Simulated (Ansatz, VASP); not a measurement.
Nb in VASP and in Ansatz

File INCAR:

```
SYSTEM = Nb
PREC     = Accurate       ! precision mode
ENCUT    = 600            ! plane-wave cutoff, eV
EDIFF    = 1E-6           ! SCF threshold, eV
ISMEAR   = -1             ! smearing method
SIGMA    = 0.1            ! smearing width, eV
LREAL    = .False.        ! projectors in reciprocal space
LASPH    = .True.         ! aspherical terms in the spheres
NELM     = 80             ! most SCF steps
ALGO     = Normal         ! electronic algorithm
ISIF     = 3              ! what is computed and relaxed
LWAVE    = .False.        ! write WAVECAR
LCHARG   = .False.        ! write CHGCAR
GGA      = B5             ! functional
ALDAX    = 1.0          
AGGAX    = 1.0          
AGGAC    = 1.0          
ALDAC    = 0.0          
IBRION   = 2              ! ionic algorithm
NSW      = 80             ! ionic steps
EDIFFG   = -0.01          ! ionic threshold
```

File KPOINTS:

```
Automatic mesh
0
Gamma
  12 12 4
  0 0 0
```

The input POSCAR:

```
Nb
1.0
    2.9403180252      0.0000000000      0.0000000000
   -1.4701590126      2.5463901050      0.0000000000
    0.0000000000      0.0000000000      9.6030786702
Nb
4
Direct
    0.0000000000      0.0000000000      0.0000000000
    0.0000000000      0.0000000000      0.5000000000
    0.3333333333      0.6666666667      0.2500000000
    0.6666666667      0.3333333333      0.7500000000
```

Input for Ansatz:

```yaml
crystal:
  lattice:
    - [2.9403180252, 0.0, 0.0]
    - [-1.4701590126, 2.546390105, 0.0]
    - [0.0, 0.0, 9.6030786702]
  atoms:
    - { symbol: Nb, position: [0.0, 0.0, 0.0] }
    - { symbol: Nb, position: [0.0, 0.0, 0.5] }
    - { symbol: Nb, position: [0.3333333333, 0.6666666667, 0.25] }
    - { symbol: Nb, position: [0.6666666667, 0.3333333333, 0.75] }
hamiltonian:
  xc: blyp
  pseudopotentials:
    kind: paw
    azcp:
      Nb: "pseudopotentials/Nb.paw.azcp"
basis:
  ecutwfc: 420
  fft_grid_basis: typed
kpoints:
  mp_grid: { grid: [12, 12, 4], shift: [0, 0, 0] }
magnetization:
  spin_polarized: false
scf:
  occupations: { method: fermi_dirac, width: 0.1 }
relax:
  max_steps: 60
  f_tol: 0.01
  cell: {}
```

Alike in both runs: task relaxation of cell and atoms; functional BLYP; k mesh 12 × 12 × 4; occupations fermi-dirac, width 0.1 eV; no spin polarisation.

|  | VASP | Ansatz |
| --- | --- | --- |
| version | VASP 6.6.1 | Ansatz 0.2.0 |
| potentials or method | VASP PAW PBE potentials, release 64 (Nb_sv), cutoff 600 eV | plane waves (420 eV) with PAW, scalar-relativistic |
| valence electrons in the cell | 52 | 52 |

VASP gave:

* relaxed volume (Å³/atom): 19.42
* relaxed length of the cell vector where the two differ most in proportion (Å): 10.733

Estimate Ansatz's values.

relaxed volume (Å³/atom): 19.43; relaxed length of the cell vector where the two differ most in proportion (Å): 10.738.

VASP's potentials were made for PBE, not for BLYP.
